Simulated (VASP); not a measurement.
# NbP (I4_1md) in VASP: a series of runs, part 2 of 2

VASP 6.6.1. Earlier steps stand in the parts before.

**3. Single point, r2SCAN (15.01 Å³/atom)**

This run uses another cell than the first one, of 15.01 Å³/atom.

POSCAR

```
NbP
1.0
   -1.6351092073      1.6351092073      5.6150101972
    1.6351092073     -1.6351092073      5.6150101972
    1.6351092073      1.6351092073     -5.6150101972
Nb P
2 2
Direct
    0.7498223615      0.7498223615      0.0000000000
    0.4998223615      0.9998223615      0.5000000000
    0.3328062135      0.3328062135      0.0000000000
    0.0828062135      0.5828062135      0.5000000000
```

INCAR.step1

```
SYSTEM = NbP
PREC = Accurate ; ENCUT = 520
ISMEAR = -1 ; SIGMA = 0.02
LREAL = .False. ; LASPH = .True.
NELM = 60 ; NBANDS = 26
GGA = PE ; ALGO = Normal
EDIFF = 1E-4 ; LWAVE = .True.
LCHARG = .False.
```

INCAR.step2

```
SYSTEM = NbP
PREC = Accurate ; ENCUT = 520
EDIFF = 1E-7 ; ISMEAR = -1
SIGMA = 0.02 ; LREAL = .False.
LASPH = .True. ; NELM = 60
ALGO = Normal ; ISIF = 2
LWAVE = .False. ; LCHARG = .False.
METAGGA = R2SCAN ; LMIXTAU = .True.
NBANDS = 26 ; ISTART = 1
```

KPOINTS

```
Automatic mesh
0
Gamma
  8 8 8
  0 0 0
```

Potentials or basis: VASP PAW PBE potentials, release 64 (Nb_sv, P).

Run with:

```console
cat potpaw_PBE.64/Nb_sv/POTCAR potpaw_PBE.64/P/POTCAR > POTCAR
cp INCAR.step1 INCAR
mpirun -np 1 vasp_std > vasp.out
cp INCAR.step2 INCAR
mpirun -np 1 vasp_std > vasp.out
```

OUTCAR:

```text
SYSTEM = NbP
   PREC = Accurate
   ENCUT = 520
   EDIFF = 1E-7
   ISMEAR = -1
   LREAL = .False.
   LASPH = .True.
   NELM = 60
   ISIF = 2
   METAGGA = R2SCAN
   ISTART = 1

 ion  position               nearest neighbor table
   1  0.750  0.750  0.000-   4 2.49   4 2.49   3 2.49   3 2.49   3 2.49   3 2.49
   2  0.500  1.000  0.500-   3 2.49   3 2.49   4 2.49   4 2.49   4 2.49   4 2.49
   3  0.333  0.333  0.000-   2 2.49   2 2.49   1 2.49   1 2.49   1 2.49   1 2.49
   4  0.083  0.583  0.500-   1 2.49   1 2.49   2 2.49   2 2.49   2 2.49   2 2.49

  LATTYP: Found a body centered tetragonal cell.
 ALAT       =     3.2702184146
 C/A-ratio  =     3.4340276308

  Lattice vectors:

 A1 = (  -1.6351092073,   1.6351092073,   5.6150101972)
 A2 = (   1.6351092073,  -1.6351092073,   5.6150101972)
 A3 = (   1.6351092073,   1.6351092073,  -5.6150101972)

Analysis of symmetry for initial positions (statically):
=====================================================================
 Subroutine PRICEL returns:
 Original cell was already a primitive cell.

 Routine SETGRP: Setting up the symmetry group for a
 body centered tetragonal supercell.

 Subroutine GETGRP returns: Found  8 space group operations
 (whereof  4 operations were pure point group operations)
 out of a pool of 16 trial point group operations.

The static configuration has the point symmetry C_2v.
 The point group associated with its full space group is C_4v.

Analysis of symmetry for dynamics (positions and initial velocities):
=====================================================================
 Subroutine PRICEL returns:
 Original cell was already a primitive cell.

 Routine SETGRP: Setting up the symmetry group for a
 body centered tetragonal supercell.

[... 118 lines left out ...]
   TEBEG  =    0.0;   TEEND  =   0.0 temperature during run
   PSTRESS=    0.0 pullay stress
   NELECT =      36.0000    total number of electrons
   NUPDOWN=      -1.0000    fix difference up-down
   EMIN   =  10.00;   EMAX   =-10.00  energy-range for DOS
   EFERMI =   0.00;   METHOD = LEGACY
   ISMEAR =    -1;   SIGMA  =   0.02  broadening in eV -4-tet -1-fermi 0-gaus
   EFERMI_NEDOS =   21; number of points for ismear=-14 and -15
   IALGO  =     38    algorithm
   IMIX   =      4    mixing-type and parameters
     AMIX     =   0.40;   BMIX     =  1.00
     AMIX_MAG =   1.60;   BMIX_MAG =  1.00
  volume/ion in A,a.u.               =      15.01       101.31
  Fermi-wavevector in a.u.,A,eV,Ry     =   1.380409  2.608594 25.926279  1.905528
  Thomas-Fermi vector in A             =   2.505288
   LORBIT       =      0    0 simple, 1 ext, 2 COOP (PROOUT), +10 PAW based schemes
   METAGGA = R2SCAN    functional components
   LHFCALC =     F    Hartree Fock is set to
   AEXX    =    0.0000 exact exchange contribution
   IVDW    =     0    specifies the selected vdW correction
   LEPSILON=     F    determine dielectric tensor
   LRPA    =     F    only Hartree local field effects (RPA)
 non-spin polarized calculation
  energy-cutoff  :      520.00
  volume of cell :       60.05
 maximum number of plane-waves:      1636
 NGX is ok and might be reduce to    48
   NGX = 23   NGY = 23   NGZ = 23

 number of electron      36.0000000 magnetization

 Free energy of the ion-electron system (eV)
  ---------------------------------------------------
  ext. energy  EPLUGINS =         0.00000000
  ---------------------------------------------------
  free energy    TOTEN  =       -71.89563930 eV

  energy without entropy =      -71.89455759  energy(sigma->0) =      -71.89509844

 E-fermi :  11.5170     XC(G=0): -13.2328

 val. band max:       11.4799323125   @ k =  -0.2500   0.2500   0.2500
 cond. band min:      11.5234458749   @ k =  -0.2500   0.5000   0.2500
 fundamental gap:      0.0435135624
 Fermi energy:        11.5170301932

 k-point     1 :       0.0000    0.0000    0.0000
  band No.  band energies     occupation
      1     -45.0834      2.00000
      2     -45.0268      2.00000
      3     -20.7674      2.00000
      4     -20.4454      2.00000
      5     -20.4454      2.00000
      6     -20.2827      2.00000
[... 685 lines left out ...]
     25      16.9784      0.00000
     26      18.3059      0.00000

 [... further k-points ...]
[... 5 lines left out ...]
  --------------------------------------------------------------------------------------
  -------------------------------------------------------------------------------------
  Total        5.2508361      5.2508361      4.6023713      0.0000000      0.0000000      0.0000000
  in kB      140.0989810    140.0989810    122.7971155      0.0000000      0.0000000      0.0000000
  external PRESSURE =     134.3316925 kB  Pullay stress =       0.0000000 kB

 VOLUME and BASIS-vectors are now :
 -----------------------------------------------------------------------------
  energy-cutoff  :      520.00
  volume of cell :       60.05
      direct lattice vectors                 reciprocal lattice vectors
    -1.635109207  1.635109207  5.615010197     0.000000000  0.305789973  0.089047033
     1.635109207 -1.635109207  5.615010197     0.305789973  0.000000000  0.089047033
     1.635109207  1.635109207 -5.615010197     0.305789973  0.305789973  0.000000000

 POSITION                                       TOTAL-FORCE (eV/Angst)
 -----------------------------------------------------------------------------------
      0.00000      0.00000      8.42052         0.000000     -0.000000      0.030198
      1.63511      0.00000      5.61302        -0.000000      0.000000      0.030198
      0.00000      0.00000      3.73742        -0.000000     -0.000000     -0.030198
      1.63511      0.00000      0.92992        -0.000000     -0.000000     -0.030198
 -----------------------------------------------------------------------------------
    total drift:                                0.000000      0.000000      0.000185

  FREE ENERGIE OF THE ION-ELECTRON SYSTEM (eV)
  ---------------------------------------------------
  free  energy   TOTEN  =       -71.8956393029 eV

  energy  without entropy=      -71.8945575851  energy(sigma->0) =      -71.89509844
```

Wall time 33 min (1 thread of Intel Xeon 8259CL, shared host); peak memory 0.36 GiB.

What came out:

```
Free energy            : -71.8956 eV
Pressure               : 13.4 GPa
Largest force          : 0.030 eV/Å
Band gap on the k mesh : zero (bands 18 and 19 overlap by 0.04 eV)
```

Forces in eV/Å, atoms in the order of the input:
```
Nb   0.000  0.000  0.030
Nb   0.000  0.000  0.030
P    0.000  0.000 -0.030
P    0.000  0.000 -0.030
```

Caveat: the cell stands under pressure; the PAW data sets were made with another functional, which shifts forces and pressure a little.

The gap in the log of VASP goes by the Fermi energy; the results here count the filled bands.